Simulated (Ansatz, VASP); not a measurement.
## Pb in VASP and in Ansatz

```
Pb
1.0
     3.75840    0.00000    0.00000
    -1.87920    3.25487    0.00000
     0.00000    0.00000    5.36640
Pb
2
Cartesian
  0.0000 2.1699 1.3416
  1.8792 1.0850 4.0248
```

Change from the starting cell: strain +0.080 along x and y, -0.040 along z, atoms carried along.

Alike in both runs: task single point; functional r2SCAN; k mesh 18 × 18 × 10; occupations gaussian, width 0.15 eV; no spin polarisation.

```csv
,VASP,Ansatz
version,VASP 6.6.1,Ansatz 0.2.0
potentials or method,"VASP PAW PBE potentials, release 64 (Pb_d), cutoff 520 eV","scalar-relativistic, plane waves, PAW"
valence electrons in the cell,28,28
```

```tsv
	VASP	Ansatz	Ansatz less VASP
gap on the k mesh at the Fermi level (eV)	none	none	-
pressure (GPa)	-1.6	-1.6	+0.01
traceless stress, the component that is largest in VASP (GPa)	1.89	1.87	-0.011
```

VASP's potentials were made for PBE, not for r2SCAN. A gap of «none» marks a metal or a gap that the smearing closes.

Neither program's run includes spin-orbit coupling.
